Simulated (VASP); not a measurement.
# As (Fm-3m) in VASP: further runs, part 2 of 2

VASP 6.6.1.

## 3. Single point, PBE

This run uses another cell than the first one, of 19.25 Å³/atom, 0.943 times its volume.

INCAR reads:

```
SYSTEM = As
PREC = Accurate
ENCUT = 520
EDIFF = 1E-7
ISMEAR = -1
SIGMA = 0.06122561905347299
LREAL = .False.
LASPH = .True.
NELM = 80
ALGO = Normal
ISIF = 2
LWAVE = .False.
LCHARG = .False.
GGA = PE
NBANDS = 8
```

KPOINTS reads:

```
regular mesh
0
Gamma
  44 44 44
  0 0 0
```

POSCAR reads:

```
As
1.0
    0.0000000000      2.1272178920      2.1272178920
    2.1272178920      0.0000000000      2.1272178920
    2.1272178920      2.1272178920      0.0000000000
As
1
Direct
    0.0000000000      0.0000000000      0.0000000000
```

Potentials or basis: VASP PAW PBE potentials, release 64 (As).

Launch:

```console
cat potpaw_PBE.64/As/POTCAR > POTCAR
mpirun -np 1 vasp_std > vasp.out
```

OUTCAR:

```text
SYSTEM = As
   PREC = Accurate
   ENCUT = 520
   EDIFF = 1E-7
   ISMEAR = -1
   LREAL = .False.
   LASPH = .True.
   NELM = 80
   ISIF = 2
   GGA = PE

 ion  position               nearest neighbor table
   1  0.000  0.000  0.000-

  LATTYP: Found a face centered cubic cell.
 ALAT       =     4.2544357840

  Lattice vectors:

 A1 = (   0.0000000000,   2.1272178920,   2.1272178920)
 A2 = (   2.1272178920,   0.0000000000,   2.1272178920)
 A3 = (   2.1272178920,   2.1272178920,   0.0000000000)

Analysis of symmetry for initial positions (statically):
=====================================================================
 Subroutine PRICEL returns:
 Original cell was already a primitive cell.

 Routine SETGRP: Setting up the symmetry group for a
 face centered cubic supercell.

 Subroutine GETGRP returns: Found 48 space group operations
 (whereof 48 operations were pure point group operations)
 out of a pool of 48 trial point group operations.

The static configuration has the point symmetry O_h .

Analysis of symmetry for dynamics (positions and initial velocities):
=====================================================================
[... 152 lines left out ...]

  energy without entropy =       -4.12420277  energy(sigma->0) =       -4.12793063

 E-fermi :   6.4515     XC(G=0): -10.7290

 val. band max:        6.4512615242   @ k =  -0.4773   0.2273   0.0455
 cond. band min:       6.4526579267   @ k =  -0.3864   0.3636   0.1818
 fundamental gap:      0.0013964025
 Fermi energy:         6.4515165692

 k-point     1 :       0.0000    0.0000    0.0000
  band No.  band energies     occupation
      1      -8.6297      2.00000
      2      12.0974      0.00000
      3      12.0974      0.00000
      4      12.0974      0.00000
      5      18.7359      0.00000
      6      18.7359      0.00000
      7      18.7359      0.00000
      8      20.3255      0.00000
[... 243 lines left out ...]
 k-point    24 :       0.0227    0.0227    0.0000
  band No.  band energies     occupation
      1      -8.6137      2.00000
      2      12.0298      0.00000
      3      12.0397      0.00000
      4      12.0397      0.00000
      5      18.5628      0.00000
      6      18.8147      0.00000
      7      18.8147      0.00000
      8      20.3966      0.00000

 [... further k-points ...]
[... 5 lines left out ...]
  --------------------------------------------------------------------------------------
  -------------------------------------------------------------------------------------
  Total        0.0365930      0.0365930      0.0365930      0.0000000     -0.0000000      0.0000000
  in kB        3.0453869      3.0453869      3.0453869      0.0000000     -0.0000000      0.0000000
  external PRESSURE =       3.0453869 kB  Pullay stress =       0.0000000 kB

 VOLUME and BASIS-vectors are now :
 -----------------------------------------------------------------------------
  energy-cutoff  :      520.00
  volume of cell :       19.25
      direct lattice vectors                 reciprocal lattice vectors
     0.000000000  2.127217892  2.127217892    -0.235048794  0.235048794  0.235048794
     2.127217892  0.000000000  2.127217892     0.235048794 -0.235048794  0.235048794
     2.127217892  2.127217892  0.000000000     0.235048794  0.235048794 -0.235048794

 POSITION                                       TOTAL-FORCE (eV/Angst)
 -----------------------------------------------------------------------------------
      0.00000      0.00000      0.00000         0.000000      0.000000      0.000000
 -----------------------------------------------------------------------------------
    total drift:                                0.000000      0.000000     -0.000000

  FREE ENERGIE OF THE ION-ELECTRON SYSTEM (eV)
  ---------------------------------------------------
  free  energy   TOTEN  =        -4.1316584885 eV

  energy  without entropy=       -4.1242027672  energy(sigma->0) =       -4.12793063
```

OSZICAR:

```text
N       E                     dE             d eps       ncg     rms          rms(c)
DAV:   1     0.222043841265E+01    0.22204E+01   -0.21440E+03 34872   0.474E+02
DAV:   2    -0.407652766916E+01   -0.62970E+01   -0.61076E+01 48264   0.489E+01
DAV:   3    -0.413680287094E+01   -0.60275E-01   -0.60118E-01 40152   0.506E+00
DAV:   4    -0.413684321499E+01   -0.40344E-04   -0.40343E-04 53656   0.149E-01
DAV:   5    -0.413684322172E+01   -0.67312E-08   -0.70859E-08 40696   0.126E-03    0.189E+00
DAV:   6    -0.413324744768E+01    0.35958E-02   -0.24045E-03 40504   0.252E-01    0.110E+00
DAV:   7    -0.413164731329E+01    0.16001E-02   -0.45464E-03 38616   0.350E-01    0.463E-02
DAV:   8    -0.413165855964E+01   -0.11246E-04   -0.47261E-05 44072   0.526E-02    0.624E-03
DAV:   9    -0.413165848849E+01    0.71148E-07   -0.37573E-07 51096   0.475E-03
   1 F= -.41316585E+01 E0= -.41279306E+01  d E =-.745572E-02
```

stdout:

```text
POSCAR found type information on POSCAR As
 POSCAR found :  1 types and       1 ions
 scaLAPACK will be used
 LDA part: xc-table for (Slater+PW92), standard interpolation
 POSCAR, INCAR and KPOINTS ok, starting setup
 FFT: planning ... GRIDC
 FFT: planning ... GRID_SOFT
 FFT: planning ... GRID
 WAVECAR not read
 entering main loop
```

Wall time 61 s (1 thread of Intel Xeon 6975P-C (Granite Rapids), shared host); peak memory 0.42 GiB.

Results:

* Free energy: -4.1317 eV
* Pressure: 0.3 GPa

Levels at points of the mesh, in eV from the Fermi level:
| k point | band 1 | band 2 | band 3 | band 4 | band 5 | band 6 |
| --- | --- | --- | --- | --- | --- | --- |
| (0.00, 0.00, 0.00) | -15.08 | 5.65 | 5.65 | 5.65 | 12.28 | 12.28 |
| (0.50, 0.00, 0.00) | -10.74 | -6.70 | 3.95 | 3.95 | 9.64 | 11.23 |
| (0.50, 0.50, 0.00) | -8.91 | -5.63 | 0.50 | 0.50 | 4.99 | 5.63 |

## 4. Single point, PBE

This run uses another cell than the first one, of 19.64 Å³/atom, 0.962 times its volume.

INCAR reads:

```
SYSTEM = As
  PREC = Accurate
  ENCUT = 520
  EDIFF = 1E-6
  ISMEAR = -1
  SIGMA = 0.06122561905347299
  LREAL = .False.
  LASPH = .True.
  NELM = 100
  ALGO = Normal
  ISIF = 2
  LWAVE = .False.
  LCHARG = .False.
  GGA = PE
  NBANDS = 8
```

KPOINTS is that of step 3.

POSCAR reads:

```
As
1.0
    0.0000000000      2.1413058382      2.1413058382
    2.1413058382      0.0000000000      2.1413058382
    2.1413058382      2.1413058382      0.0000000000
As
1
Direct
    0.0000000000      0.0000000000      0.0000000000
```

Launch:

```console
cat potpaw_PBE.64/As/POTCAR > POTCAR
mpirun -np 1 vasp_std > vasp.out
```

It took 59 s on 1 thread of Intel Xeon 6975P-C (Granite Rapids), shared host; peak memory 0.43 GiB.

Results (log left out):

```yaml
Free_energy: -4.1305 eV
Pressure: -1.2 GPa
```

Levels at points of the mesh, in eV from the Fermi level:
```
           k point  band 1  band 2  band 3  band 4  band 5  band 6
(0.00, 0.00, 0.00)  -14.91    5.49    5.49    5.49   12.21   12.21
(0.50, 0.00, 0.00)  -10.69   -6.56    3.85    3.85    9.50   11.17
(0.50, 0.50, 0.00)   -8.92   -5.51    0.49    0.49    4.98    5.65
```

## 5. Single point, PBE

This run uses another cell than the first one, of 20.02 Å³/atom, 0.981 times its volume.

INCAR reads:

```
PREC = Accurate
ENCUT = 520
EDIFF = 1E-7
ISMEAR = -1
SIGMA = 0.06122561905347299
LREAL = False
LASPH = True
NELM = 100
ALGO = Normal
ISIF = 2
LWAVE = False
LCHARG = True
GGA = PE
LELF = True
LVHAR = True
NBANDS = 8
```

KPOINTS reads:

```
Automatic mesh
0
Gamma
  44 44 44
```

POSCAR reads:

```
As
1.0
    0.0000000000      2.1552108112      2.1552108112
    2.1552108112      0.0000000000      2.1552108112
    2.1552108112      2.1552108112      0.0000000000
As
1
Direct
    0.0000000000      0.0000000000      0.0000000000
```

Launch:

```console
cat potpaw_PBE.64/As/POTCAR > POTCAR
mpirun -np 1 vasp_std > vasp.out
```

Wall time 61 s (1 thread of Intel Xeon 6975P-C (Granite Rapids), shared host); peak memory 0.43 GiB.

The run converged. Its results:

* Free energy: -4.1259 eV
* Pressure: -2.6 GPa

Levels at points of the mesh, in eV from the Fermi level:
```csv
k point,band 1,band 2,band 3,band 4,band 5,band 6,band 7
"(0.00, 0.00, 0.00)",-14.74,5.35,5.35,5.35,12.14,12.14,12.14
"(0.50, 0.00, 0.00)",-10.64,-6.42,3.75,3.75,9.37,11.12,11.12
"(0.50, 0.50, 0.00)",-8.93,-5.39,0.48,0.48,4.97,5.67,23.42
```

## 6. The runs side by side

| cell | gap on the mesh (eV) | pressure (GPa) |
| --- | --- | --- |
| a = 3.067 Å, angles 60.0°, 1 atom | none | -3.9 |
| a = 3.008 Å, angles 60.0°, 1 atom | none | 0.3 |
| a = 3.028 Å, angles 60.0°, 1 atom | none | -1.2 |
| a = 3.048 Å, angles 60.0°, 1 atom | none | -2.6 |

Alike in all rows: task single point; level PBE; potentials or basis VASP PAW PBE potentials, release 64 (As); no spin polarisation; k mesh 44 × 44 × 44; cutoff (eV) 520; smearing fermi-dirac 0.0612256 eV.

Absolute energies hang on the potentials; compare differences alone.
